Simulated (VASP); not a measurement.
# Au (Fm-3m) in VASP: single point with LDA

Aim: the single point of Au with LDA.

Everything below comes from runs of VASP 6.6.1. Logs are shortened: lines on timing, memory, paths and dates and some standing lists are left out, and cuts for length are marked.

### Step 1. The cell of the first run

Symmetry: Fm-3m, No. 225, cubic system. The conventional cell has a = 4.118 Å, b = 4.118 Å, c = 4.118 Å, α = 90.00°, β = 90.00°, γ = 90.00°. Within 3.8 Å of Au (site symmetry m-3m) lie 12 Au at 2.91 Å.

### Step 2. Single point, LDA (17.46 Å³/atom)

INCAR

```
PREC = Accurate
ENCUT = 520
EDIFF = 1E-6
ISMEAR = 0
SIGMA = 0.05
LREAL = F
LASPH = T
NELM = 80
ALGO = Normal
ISIF = 2
LWAVE = F
LCHARG = F
GGA = CA
NBANDS = 12
```

KPOINTS

```
Automatic mesh
0
Gamma
  22 22 22
```

POSCAR

```
Au
1.0
    0.0000000000      2.0591894318      2.0591894318
    2.0591894318      0.0000000000      2.0591894318
    2.0591894318      2.0591894318      0.0000000000
Au
1
Direct
    0.0000000000      0.0000000000      0.0000000000
```

Potentials or basis: VASP PAW LDA potentials, release 64 (Au).

Started as:

```sh
> cat potpaw_LDA.64/Au/POTCAR > POTCAR
> mpirun -np 1 vasp_std > vasp.out
```

OUTCAR:

```text
PREC = Accurate
   ENCUT = 520
   EDIFF = 1E-6
   ISMEAR = 0
   LREAL = F
   LASPH = T
   NELM = 80
   ISIF = 2
   GGA = CA

 ion  position               nearest neighbor table
   1  0.000  0.000  0.000-

  LATTYP: Found a face centered cubic cell.
 ALAT       =     4.1183788636

  Lattice vectors:

 A1 = (   0.0000000000,   2.0591894318,   2.0591894318)
 A2 = (   2.0591894318,   0.0000000000,   2.0591894318)
 A3 = (   2.0591894318,   2.0591894318,   0.0000000000)

Analysis of symmetry for initial positions (statically):
=====================================================================
 Subroutine PRICEL returns:
 Original cell was already a primitive cell.

 Routine SETGRP: Setting up the symmetry group for a
 face centered cubic supercell.

 Subroutine GETGRP returns: Found 48 space group operations
 (whereof 48 operations were pure point group operations)
 out of a pool of 48 trial point group operations.

The static configuration has the point symmetry O_h .

Analysis of symmetry for dynamics (positions and initial velocities):
=====================================================================
 Subroutine PRICEL returns:
 Original cell was already a primitive cell.

 Routine SETGRP: Setting up the symmetry group for a
 face centered cubic supercell.

 Subroutine GETGRP returns: Found 48 space group operations
 (whereof 48 operations were pure point group operations)
 out of a pool of 48 trial point group operations.

The dynamic configuration has the point symmetry O_h .

 Subroutine INISYM returns: Found 48 space group operations
 (whereof 48 operations are pure point group operations),
 and found     1 'primitive' translations

----------------------------------------------------------------------------------------

                                     Primitive cell

  volume of cell :      17.4630

  direct lattice vectors                    reciprocal lattice vectors
     0.000000000  2.059189432  2.059189432    -0.242813989  0.242813989  0.242813989
     2.059189432  0.000000000  2.059189432     0.242813989 -0.242813989  0.242813989
     2.059189432  2.059189432  0.000000000     0.242813989  0.242813989 -0.242813989

  length of vectors
     2.912133622  2.912133622  2.912133622     0.420566166  0.420566166  0.420566166

  position of ions in fractional coordinates (direct lattice)
     0.000000000  0.000000000  0.000000000

  ion indices of the primitive-cell ions
   primitive index   ion index
                 1           1

----------------------------------------------------------------------------------------

 KPOINTS: Automatic mesh

Automatic generation of k-mesh.
 Grid dimensions read from file:
 generate k-points for:   22   22   22

 Generating k-lattice:

  Cartesian coordinates                     Fractional coordinates (reciprocal lattice)
    -0.011036999  0.011036999  0.011036999     0.045454545  0.000000000  0.000000000
     0.011036999 -0.011036999  0.011036999     0.000000000  0.045454545  0.000000000
     0.011036999  0.011036999 -0.011036999     0.000000000  0.000000000  0.045454545

  Length of vectors
     0.019116644  0.019116644  0.019116644

  Shift w.r.t. Gamma in fractional coordinates (k-lattice)
     0.000000000  0.000000000  0.000000000

 Subroutine IBZKPT returns following result:
 ===========================================

 Found    328 irreducible k-points:

 Following reciprocal coordinates:
            Coordinates               Weight
  0.000000  0.000000  0.000000      1.000000
  0.045455  0.000000  0.000000      8.000000
  0.090909  0.000000  0.000000      8.000000
  0.136364  0.000000  0.000000      8.000000
  0.181818  0.000000  0.000000      8.000000
  0.227273  0.000000  0.000000      8.000000
[... 16 lines left out ...]
  0.500000  0.045455  0.000000     24.000000
 -0.454545  0.045455  0.000000     24.000000
 [... further k-points ...]
   k-points           NKPTS =    328   k-points in BZ     NKDIM =    328   number of bands    NBANDS=     12
   number of dos      NEDOS =    301   number of ions     NIONS =      1
   total plane-waves  NPLWV =  13824
   dimension x,y,z NGX =    24 NGY =   24 NGZ =   24
   dimension x,y,z NGXF=    48 NGYF=   48 NGZF=   48
   ions per type =               1
   NGX,Y,Z   is equivalent  to a cutoff of  13.70, 13.70, 13.70 a.u.
   NGXF,Y,Z  is equivalent  to a cutoff of  27.40, 27.40, 27.40 a.u.
 SYSTEM =  unknown system
   PREC   = accura    normal or accurate (medium, high low for compatibility)
   ISTART =      0    job   : 0-new  1-cont  2-samecut
   ICHARG =      2    charge: 1-file 2-atom 10-const
   ISPIN  =      1    spin polarized calculation?
   LNONCOLLINEAR =      F non collinear calculations
   LSORBIT =      F    spin-orbit coupling
   LASPH  =      T    aspherical Exc in radial PAW
   ENCUT  =  520.0 eV  38.22 Ry    6.18 a.u.   5.41  5.41  5.41*2*pi/ulx,y,z
   NELM   =     80;   NELMIN=  2; NELMDL= -5     # of ELM steps
   EDIFF  = 0.1E-05   stopping-criterion for ELM
   LREAL  =      F    real-space projection
   EDIFFG = 0.1E-04   stopping-criterion for IOM
   NSW    =      0    number of steps for IOM
   IBRION =     -1    ionic relax: 0-MD 1-quasi-New 2-CG
   NFREE  =      0    steps in history (QN), initial steepest desc. (CG)
   ISIF   =      2    stress and relaxation
   ISYM   =      2    0-nonsym 1-usesym 2-fastsym
   POTIM  = 0.5000    time-step for ionic-motion
   TEBEG  =    0.0;   TEEND  =   0.0 temperature during run
   PSTRESS=    0.0 pullay stress
   NELECT =      11.0000    total number of electrons
   NUPDOWN=      -1.0000    fix difference up-down
   EMIN   =  10.00;   EMAX   =-10.00  energy-range for DOS
   EFERMI =   0.00;   METHOD = LEGACY
   ISMEAR =     0;   SIGMA  =   0.05  broadening in eV -4-tet -1-fermi 0-gaus
   EFERMI_NEDOS =   21; number of points for ismear=-14 and -15
   IALGO  =     38    algorithm
   IMIX   =      4    mixing-type and parameters
     AMIX     =   0.40;   BMIX     =  1.00
     AMIX_MAG =   1.60;   BMIX_MAG =  1.00
  volume/ion in A,a.u.               =      17.46       117.85
  Fermi-wavevector in a.u.,A,eV,Ry     =   1.403350  2.651948 26.795206  1.969392
  Thomas-Fermi vector in A             =   2.526021
   LORBIT       =      0    0 simple, 1 ext, 2 COOP (PROOUT), +10 PAW based schemes
   GGA     = CA    functional components
   LHFCALC =     F    Hartree Fock is set to
   AEXX    =    0.0000 exact exchange contribution
   IVDW    =     0    specifies the selected vdW correction
   LEPSILON=     F    determine dielectric tensor
   LRPA    =     F    only Hartree local field effects (RPA)
 non-spin polarized calculation
 Gauss-broadening in eV      SIGMA  =   0.05
  energy-cutoff  :      520.00
  volume of cell :       17.46
 maximum number of plane-waves:       495
 NGX is ok and might be reduce to    24
   NGX = 11   NGY = 11   NGZ = 11

 number of electron      11.0000001 magnetization

 Free energy of the ion-electron system (eV)
  ---------------------------------------------------
  ext. energy  EPLUGINS =         0.00000000
  ---------------------------------------------------
  free energy    TOTEN  =        -4.42346769 eV

  energy without entropy =       -4.42311313  energy(sigma->0) =       -4.42329041

 E-fermi :   8.8303     XC(G=0): -12.8420

 val. band max:        8.8180132437   @ k =   0.5000   0.2273   0.0909
 cond. band min:       8.8464202274   @ k =   0.5000   0.0909   0.0000
 fundamental gap:      0.0284069837
 Fermi energy:         8.8303371517

 k-point     1 :       0.0000    0.0000    0.0000
  band No.  band energies     occupation
      1      -0.7822      2.00000
      2       4.2982      2.00000
      3       4.2982      2.00000
      4       4.2982      2.00000
      5       5.7725      2.00000
      6       5.7725      2.00000
      7      23.3966      0.00000
      8      27.2074      0.00000
      9      27.2074      0.00000
     10      27.2074      0.00000
     11      32.1606      0.00000
     12      36.4669      0.00000

 k-point     2 :       0.0455    0.0000    0.0000
  band No.  band energies     occupation
      1      -0.7113      2.00000
      2       4.2750      2.00000
      3       4.3227      2.00000
      4       4.3227      2.00000
      5       5.7611      2.00000
      6       5.7611      2.00000
      7      23.4799      0.00000
      8      26.7185      0.00000
      9      27.2894      0.00000
     10      27.2894      0.00000
     11      32.5842      0.00000
     12      35.4084      0.00000

 k-point     3 :       0.0909    0.0000    0.0000
  band No.  band energies     occupation
      1      -0.5024      2.00000
      2       4.2127      2.00000
      3       4.3902      2.00000
      4       4.3902      2.00000
      5       5.7342      2.00000
      6       5.7342      2.00000
      7      23.6925      0.00000
      8      25.6083      0.00000
      9      27.5255      0.00000
     10      27.5255      0.00000
     11      32.7714      0.00000
     12      34.8255      0.00000
[... 286 lines left out ...]
 k-point    23 :       0.5000    0.0455    0.0000
  band No.  band energies     occupation
      1       1.7973      2.00000
      2       4.2362      2.00000
      3       4.3124      2.00000
      4       6.5633      2.00000
      5       6.9319      2.00000
      6       8.3188      2.00000
      7      11.8665      0.00000
      8      22.9120      0.00000
      9      25.4646      0.00000
     10      25.5547      0.00000
     11      33.4228      0.00000
     12      33.5267      0.00000

 k-point    24 :      -0.4545    0.0455    0.0000
  band No.  band energies     occupation
      1       1.7976      2.00000
      2       4.2468      2.00000
      3       4.3123      2.00000
      4       6.5636      2.00000
      5       6.8655      2.00000
      6       8.1679      2.00000
      7      12.0927      0.00000
      8      22.9317      0.00000
      9      25.3271      0.00000
     10      25.7943      0.00000
     11      33.3547      0.00000
     12      33.4577      0.00000

 [... further k-points ...]

------------------------ aborting loop because EDIFF is reached ----------------------------------------

  FORCE on cell =-STRESS in cart. coord.  units (eV):
  Direction    XX          YY          ZZ          XY          YZ          ZX
  --------------------------------------------------------------------------------------
  -------------------------------------------------------------------------------------
  Total       -0.8935708     -0.8935708     -0.8935708      0.0000000      0.0000000      0.0000000
  in kB      -81.9824055    -81.9824055    -81.9824055      0.0000000      0.0000000      0.0000000
  external PRESSURE =     -81.9824055 kB  Pullay stress =       0.0000000 kB

 VOLUME and BASIS-vectors are now :
 -----------------------------------------------------------------------------
  energy-cutoff  :      520.00
  volume of cell :       17.46
      direct lattice vectors                 reciprocal lattice vectors
     0.000000000  2.059189432  2.059189432    -0.242813989  0.242813989  0.242813989
     2.059189432  0.000000000  2.059189432     0.242813989 -0.242813989  0.242813989
     2.059189432  2.059189432  0.000000000     0.242813989  0.242813989 -0.242813989

 POSITION                                       TOTAL-FORCE (eV/Angst)
 -----------------------------------------------------------------------------------
      0.00000      0.00000      0.00000        -0.000000     -0.000000     -0.000000
 -----------------------------------------------------------------------------------
    total drift:                               -0.000000     -0.000000     -0.000000

  FREE ENERGIE OF THE ION-ELECTRON SYSTEM (eV)
  ---------------------------------------------------
  free  energy   TOTEN  =        -4.4234676931 eV

  energy  without entropy=       -4.4231131294  energy(sigma->0) =       -4.42329041
```

It took 1.9 min on 1 thread of AMD EPYC 7R13, shared host; peak memory 0.16 GiB.

What came out:

```
Free energy            : -4.4235 eV
Pressure               : -8.2 GPa
Band gap on the k mesh : zero (an odd number of electrons rules out a gap without spin polarisation)
```

Caveat: the cell stands under tension; spin-orbit coupling is left out, which moves the levels of the heavy elements.
